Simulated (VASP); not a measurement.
# Na (P6_3/mmc) in VASP: further runs

The runs below take Na through single point, with PBEsol.

All numbers are computed with VASP 6.6.1; they aren't measurements. Logs are shortened: lines on timing, memory, paths and dates and some standing lists are left out, and cuts for length are marked.

## 1. The cell of the first run

The structure is hexagonal, space group P6_3/mmc (No. 194). Conventional cell: a = 3.880 Å, b = 3.880 Å, c = 6.154 Å, α = 90.00°, β = 90.00°, γ = 120.00°. Within 5.0 Å of Na (site symmetry -6m2) lie 12 Na at 3.81 to 3.88 Å.

This isn't the form of Na at room conditions, which is bcc.

## 2. Single point, PBEsol (strain +0.030 along x and y, +0.000 along z)

Contents of INCAR:

```
SYSTEM = Na
PREC     = Accurate       ! precision mode
ENCUT    = 520            ! plane-wave cutoff, eV
EDIFF    = 1E-6           ! SCF threshold, eV
ISMEAR   = 0              ! smearing method
SIGMA    = 0.15           ! smearing width, eV
LREAL    = .FALSE.        ! projectors in reciprocal space
LASPH    = .TRUE.         ! aspherical terms in the spheres
NELM     = 80             ! most SCF steps
ALGO     = Normal         ! electronic algorithm
ISIF     = 2              ! what is computed and relaxed
LWAVE    = .FALSE.        ! write WAVECAR
LCHARG   = .FALSE.        ! write CHGCAR
GGA      = PS             ! functional
NBANDS   = 14             ! bands
```

Contents of KPOINTS:

```
Automatic mesh
0
G
  12 12 8
  0 0 0
```

Contents of POSCAR:

```
Na
1.0
    3.8800110275      0.0000000000      0.0000000000
   -1.9400055138      3.3601881168      0.0000000000
    0.0000000000      0.0000000000      6.1540000000
Na
2
Direct
    0.3333333333      0.6666666667      0.2500000000
    0.6666666667      0.3333333333      0.7500000000
```

Potentials or basis: VASP PAW PBE potentials, release 64 (Na_pv).

Launch:

```console
$ cat potpaw_PBE.64/Na_pv/POTCAR > POTCAR
$ mpirun -np 1 vasp_std > vasp.out
```

OUTCAR:

```text
SYSTEM = Na
   PREC = Accurate
   ENCUT = 520
   EDIFF = 1E-6
   ISMEAR = 0
   LREAL = .FALSE.
   LASPH = .TRUE.
   NELM = 80
   ISIF = 2
   GGA = PS

 ion  position               nearest neighbor table
   1  0.333  0.667  0.250-
   2  0.667  0.333  0.750-

  LATTYP: Found a hexagonal cell.
 ALAT       =     3.8800110275
 C/A-ratio  =     1.5860779664

  Lattice vectors:

 A1 = (   3.8800110275,   0.0000000000,   0.0000000000)
 A2 = (  -1.9400055138,   3.3601881168,   0.0000000000)
 A3 = (   0.0000000000,   0.0000000000,   6.1540000000)

Analysis of symmetry for initial positions (statically):
=====================================================================
 Subroutine PRICEL returns:
 Original cell was already a primitive cell.

 Routine SETGRP: Setting up the symmetry group for a
 hexagonal supercell.

 Subroutine GETGRP returns: Found 24 space group operations
 (whereof 12 operations were pure point group operations)
 out of a pool of 24 trial point group operations.

The static configuration has the point symmetry D_3d.
 The point group associated with its full space group is D_6h.

Analysis of symmetry for dynamics (positions and initial velocities):
=====================================================================
 Subroutine PRICEL returns:
 Original cell was already a primitive cell.

 Routine SETGRP: Setting up the symmetry group for a
 hexagonal supercell.

 Subroutine GETGRP returns: Found 24 space group operations
 (whereof 12 operations were pure point group operations)
 out of a pool of 24 trial point group operations.

The dynamic configuration has the point symmetry D_3d.
 The point group associated with its full space group is D_6h.

 Subroutine INISYM returns: Found 24 space group operations
 (whereof 12 operations are pure point group operations),
 and found     1 'primitive' translations

----------------------------------------------------------------------------------------

                                     Primitive cell

  volume of cell :      80.2332

  direct lattice vectors                    reciprocal lattice vectors
     3.880011028  0.000000000  0.000000000     0.257731226  0.148801193  0.000000000
    -1.940005514  3.360188117  0.000000000     0.000000000  0.297602386  0.000000000
     0.000000000  0.000000000  6.154000000     0.000000000  0.000000000  0.162495938

  length of vectors
     3.880011028  3.880011028  6.154000000     0.297602386  0.297602386  0.162495938

  position of ions in fractional coordinates (direct lattice)
     0.333333333  0.666666667  0.250000000
     0.666666667  0.333333333  0.750000000

  ion indices of the primitive-cell ions
   primitive index   ion index
                 1           1
                 2           2

----------------------------------------------------------------------------------------

 KPOINTS: Automatic mesh

Automatic generation of k-mesh.
 Grid dimensions read from file:
 generate k-points for:   12   12    8

 Generating k-lattice:

  Cartesian coordinates                     Fractional coordinates (reciprocal lattice)
     0.021477602  0.012400099  0.000000000     0.083333333 -0.000000000  0.000000000
     0.000000000  0.024800199  0.000000000     0.000000000  0.083333333  0.000000000
     0.000000000  0.000000000  0.020311992     0.000000000  0.000000000  0.125000000

  Length of vectors
     0.024800199  0.024800199  0.020311992

  Shift w.r.t. Gamma in fractional coordinates (k-lattice)
     0.000000000  0.000000000  0.000000000

 Subroutine IBZKPT returns following result:
 ===========================================

 Found     95 irreducible k-points:

 Following reciprocal coordinates:
            Coordinates               Weight
  0.000000  0.000000  0.000000      1.000000
  0.083333  0.000000  0.000000      6.000000
  0.166667  0.000000  0.000000      6.000000
  0.250000  0.000000  0.000000      6.000000
  0.333333  0.000000  0.000000      6.000000
  0.416667  0.000000  0.000000      6.000000
[... 16 lines left out ...]
  0.250000  0.000000  0.125000     12.000000
  0.333333  0.000000  0.125000     12.000000
 [... further k-points ...]
   k-points           NKPTS =     95   k-points in BZ     NKDIM =     95   number of bands    NBANDS=     14
   number of dos      NEDOS =    301   number of ions     NIONS =      2
   total plane-waves  NPLWV =  43200
   dimension x,y,z NGX =    30 NGY =   30 NGZ =   48
   dimension x,y,z NGXF=    60 NGYF=   60 NGZF=   96
   ions per type =               2
   NGX,Y,Z   is equivalent  to a cutoff of  12.85, 12.85, 12.97 a.u.
   NGXF,Y,Z  is equivalent  to a cutoff of  25.71, 25.71, 25.93 a.u.
 SYSTEM =  Na
   PREC   = accura    normal or accurate (medium, high low for compatibility)
   ISTART =      0    job   : 0-new  1-cont  2-samecut
   ICHARG =      2    charge: 1-file 2-atom 10-const
   ISPIN  =      1    spin polarized calculation?
   LNONCOLLINEAR =      F non collinear calculations
   LSORBIT =      F    spin-orbit coupling
   LASPH  =      T    aspherical Exc in radial PAW
   ENCUT  =  520.0 eV  38.22 Ry    6.18 a.u.   7.21  7.21 11.44*2*pi/ulx,y,z
   NELM   =     80;   NELMIN=  2; NELMDL= -5     # of ELM steps
   EDIFF  = 0.1E-05   stopping-criterion for ELM
   LREAL  =      F    real-space projection
   EDIFFG = 0.1E-04   stopping-criterion for IOM
   NSW    =      0    number of steps for IOM
   IBRION =     -1    ionic relax: 0-MD 1-quasi-New 2-CG
   NFREE  =      0    steps in history (QN), initial steepest desc. (CG)
   ISIF   =      2    stress and relaxation
   ISYM   =      2    0-nonsym 1-usesym 2-fastsym
   POTIM  = 0.5000    time-step for ionic-motion
   TEBEG  =    0.0;   TEEND  =   0.0 temperature during run
   PSTRESS=    0.0 pullay stress
   NELECT =      14.0000    total number of electrons
   NUPDOWN=      -1.0000    fix difference up-down
   EMIN   =  10.00;   EMAX   =-10.00  energy-range for DOS
   EFERMI =   0.00;   METHOD = LEGACY
   ISMEAR =     0;   SIGMA  =   0.15  broadening in eV -4-tet -1-fermi 0-gaus
   EFERMI_NEDOS =   21; number of points for ismear=-14 and -15
   IALGO  =     38    algorithm
   IMIX   =      4    mixing-type and parameters
     AMIX     =   0.40;   BMIX     =  1.00
     AMIX_MAG =   1.60;   BMIX_MAG =  1.00
  volume/ion in A,a.u.               =      40.12       270.72
  Fermi-wavevector in a.u.,A,eV,Ry     =   0.914814  1.728748 11.386508  0.836885
  Thomas-Fermi vector in A             =   2.039484
   LORBIT       =      0    0 simple, 1 ext, 2 COOP (PROOUT), +10 PAW based schemes
   GGA     = PS    functional components
   LHFCALC =     F    Hartree Fock is set to
   AEXX    =    0.0000 exact exchange contribution
   IVDW    =     0    specifies the selected vdW correction
   LEPSILON=     F    determine dielectric tensor
   LRPA    =     F    only Hartree local field effects (RPA)
 non-spin polarized calculation
 Gauss-broadening in eV      SIGMA  =   0.15
  energy-cutoff  :      520.00
  volume of cell :       80.23
 maximum number of plane-waves:      2187
 NGX is ok and might be reduce to    30
   NGX = 15   NGY = 15   NGZ = 23

 number of electron      14.0000000 magnetization

 Free energy of the ion-electron system (eV)
  ---------------------------------------------------
  ext. energy  EPLUGINS =         0.00000000
  ---------------------------------------------------
  free energy    TOTEN  =        -2.79124099 eV

  energy without entropy =       -2.78212525  energy(sigma->0) =       -2.78668312

 E-fermi :   0.0855     XC(G=0):  -6.2963

 val. band max:        0.0516052830   @ k =   0.2500   0.0000   0.2500
 cond. band min:       0.0996331787   @ k =   0.4167   0.0833   0.2500
 fundamental gap:      0.0480278957
 Fermi energy:         0.0855459471

 k-point     1 :       0.0000    0.0000    0.0000
  band No.  band energies     occupation
      1     -24.7858      2.00000
      2     -24.7611      2.00000
      3     -24.7611      2.00000
      4     -24.7572      2.00000
      5     -24.7567      2.00000
      6     -24.7567      2.00000
      7      -3.0243      2.00000
      8       0.7557      0.00000
      9       1.1536      0.00000
     10       9.4079      0.00000
     11       9.4079      0.00000
     12       9.6492      0.00000
     13       9.6492      0.00000
     14      10.0792      0.00000

 k-point     2 :       0.0833    0.0000    0.0000
  band No.  band energies     occupation
      1     -24.7852      2.00000
      2     -24.7623      2.00000
      3     -24.7615      2.00000
      4     -24.7579      2.00000
      5     -24.7575      2.00000
      6     -24.7568      2.00000
      7      -2.9289      2.00000
      8       0.8412      0.00000
      9       1.2463      0.00000
     10       7.8171      0.00000
     11       8.6437      0.00000
     12       9.1068      0.00000
     13      10.5408      0.00000
     14      11.0611      0.00000

 k-point     3 :       0.1667    0.0000    0.0000
  band No.  band energies     occupation
      1     -24.7835      2.00000
      2     -24.7656      2.00000
      3     -24.7626      2.00000
      4     -24.7613      2.00000
      5     -24.7583      2.00000
      6     -24.7574      2.00000
      7      -2.6438      2.00000
      8       1.0979      0.00000
      9       1.5207      0.00000
     10       6.0495      0.00000
     11       7.9261      0.00000
     12       8.2216      0.00000
     13       9.4134      0.00000
     14      10.3999      0.00000

 k-point     4 :       0.2500    0.0000    0.0000
  band No.  band energies     occupation
      1     -24.7810      2.00000
      2     -24.7701      2.00000
      3     -24.7658      2.00000
      4     -24.7641      2.00000
      5     -24.7597      2.00000
      6     -24.7582      2.00000
      7      -2.1719      2.00000
      8       1.5266      0.00000
      9       1.9578      0.00000
     10       4.4294      0.00000
     11       7.3575      0.00000
     12       7.3666      0.00000
     13       7.7693      0.00000
     14       9.1815      0.00000

 k-point     5 :       0.3333    0.0000    0.0000
  band No.  band energies     occupation
      1     -24.7779      2.00000
      2     -24.7746      2.00000
      3     -24.7703      2.00000
      4     -24.7655      2.00000
      5     -24.7615      2.00000
      6     -24.7590      2.00000
      7      -1.5177      2.00000
      8       2.1284      0.00000
      9       2.3591      0.00000
     10       3.1671      0.00000
     11       6.2902      0.00000
[... 276 lines left out ...]
 k-point    22 :       0.1667    0.0000    0.1250
  band No.  band energies     occupation
      1     -24.7827      2.00000
      2     -24.7653      2.00000
      3     -24.7624      2.00000
      4     -24.7622      2.00000
      5     -24.7585      2.00000
      6     -24.7576      2.00000
      7      -2.5802      2.00000
      8       0.3814      0.00529
      9       2.3442      0.00000
     10       6.1063      0.00000
     11       7.9796      0.00000
     12       8.1567      0.00000
     13       9.0692      0.00000
     14      10.5186      0.00000

 k-point    23 :       0.2500    0.0000    0.1250
  band No.  band energies     occupation
      1     -24.7806      2.00000
      2     -24.7695      2.00000
      3     -24.7667      2.00000
      4     -24.7638      2.00000
      5     -24.7598      2.00000
      6     -24.7584      2.00000
      7      -2.1088      2.00000
      8       0.8253      0.00000
      9       2.7549      0.00000
     10       4.4982      0.00000
     11       6.9611      0.00000
     12       7.4202      0.00000
     13       7.9209      0.00000
     14       9.5501      0.00000

 k-point    24 :       0.3333    0.0000    0.1250
  band No.  band energies     occupation
      1     -24.7789      2.00000
      2     -24.7732      2.00000
      3     -24.7710      2.00000
      4     -24.7652      2.00000
      5     -24.7614      2.00000
      6     -24.7592      2.00000
      7      -1.4554      2.00000
      8       1.4305      0.00000
      9       2.7925      0.00000
     10       3.5943      0.00000
     11       5.6204      0.00000
     12       7.0208      0.00000
     13       7.0324      0.00000
     14       8.4939      0.00000

 [... further k-points ...]

------------------------ aborting loop because EDIFF is reached ----------------------------------------

  FORCE on cell =-STRESS in cart. coord.  units (eV):
  Direction    XX          YY          ZZ          XY          YZ          ZX
  --------------------------------------------------------------------------------------
  -------------------------------------------------------------------------------------
  Total       -0.3360832     -0.3360832     -0.2410986      0.0000000      0.0000000      0.0000000
  in kB       -6.7112488     -6.7112488     -4.8144997      0.0000000      0.0000000      0.0000000
  external PRESSURE =      -6.0789991 kB  Pullay stress =       0.0000000 kB

 VOLUME and BASIS-vectors are now :
 -----------------------------------------------------------------------------
  energy-cutoff  :      520.00
  volume of cell :       80.23
      direct lattice vectors                 reciprocal lattice vectors
     3.880011028  0.000000000  0.000000000     0.257731226  0.148801193  0.000000000
    -1.940005514  3.360188117  0.000000000     0.000000000  0.297602386  0.000000000
     0.000000000  0.000000000  6.154000000     0.000000000  0.000000000  0.162495938

 POSITION                                       TOTAL-FORCE (eV/Angst)
 -----------------------------------------------------------------------------------
     -0.00000      2.24013      1.53850         0.000000     -0.000000      0.000000
      1.94001      1.12006      4.61550        -0.000000      0.000000     -0.000000
 -----------------------------------------------------------------------------------
    total drift:                               -0.000000      0.000000      0.000000

  FREE ENERGIE OF THE ION-ELECTRON SYSTEM (eV)
  ---------------------------------------------------
  free  energy   TOTEN  =        -2.7912409909 eV

  energy  without entropy=       -2.7821252524  energy(sigma->0) =       -2.78668312
```

Wall time 38 s (1 thread of Intel Xeon 6975P-C (Granite Rapids), shared host); peak memory 0.23 GiB.

What came out:

```yaml
Free_energy: -2.7912 eV
Pressure: -0.6 GPa
Band_gap_on_the_k_mesh: zero (bands 7 and 8 overlap by 4.03 eV)
```

Stress tensor (GPa, compression positive):
```
-0.67  0.00  0.00
 0.00 -0.67  0.00
 0.00  0.00 -0.48
```

Caveat: the cell differs from its parent crystal (strain +0.030 along x and y, +0.000 along z); the PAW data sets were made with another functional, which shifts forces and pressure a little.

## 3. Single point, PBEsol (strain +0.015 along x and y, +0.030 along z)

Contents of INCAR:

```
SYSTEM = Na
PREC = Accurate
ENCUT = 520
EDIFF = 1E-6
ISMEAR = 0
SIGMA = 0.15
LREAL = .False.
LASPH = .True.
NELM = 100
ALGO = Fast
ISIF = 2
LWAVE = .False.
LCHARG = .False.
GGA = PS
NBANDS = 14
```

Contents of KPOINTS:

```
Automatic mesh
0
Gamma
  12 12 8
  0 0 0
```

Contents of POSCAR:

```
Na
1.0
    3.8235060126      0.0000000000      0.0000000000
   -1.9117530063      3.3112533384      0.0000000000
    0.0000000000      0.0000000000      6.3386200000
Na
2
Direct
    0.3333333333      0.6666666667      0.2500000000
    0.6666666667      0.3333333333      0.7500000000
```

Potentials or basis: VASP PAW PBE potentials, release 64 (Na_pv).

Launch:

```console
$ cat potpaw_PBE.64/Na_pv/POTCAR > POTCAR
$ mpirun -np 1 vasp_std > vasp.out
```

It took 32 s on 1 thread of Intel Xeon 6975P-C (Granite Rapids), shared host; peak memory 0.22 GiB.

The run converged. Its results:

```
Free energy            : -2.7907 eV
Pressure               : -0.7 GPa
Band gap on the k mesh : zero (bands 7 and 8 overlap by 4.16 eV)
```

Stress tensor (GPa, compression positive):
```
-0.60  0.00  0.00
 0.00 -0.60  0.00
 0.00  0.00 -0.86
```

Levels at points of the mesh, in eV from the Fermi level:
```
           k point  band 5  band 6  band 7  band 8  band 9  band 10
(0.00, 0.00, 0.00)  -24.84  -24.84   -3.11    0.49    0.81     9.67
(0.50, 0.00, 0.00)  -24.84  -24.84    0.28    0.37    3.68     3.71
(0.00, 0.00, 0.50)  -24.84  -24.84   -2.15   -2.15    5.11     5.11
(0.50, 0.00, 0.50)  -24.84  -24.84    1.04    1.04    1.47     1.47
```

Caveat: the cell differs from its parent crystal (strain +0.015 along x and y, +0.030 along z); the PAW data sets were made with another functional, which shifts forces and pressure a little.

The gap in the log of VASP goes by the Fermi energy; the results here count the filled bands.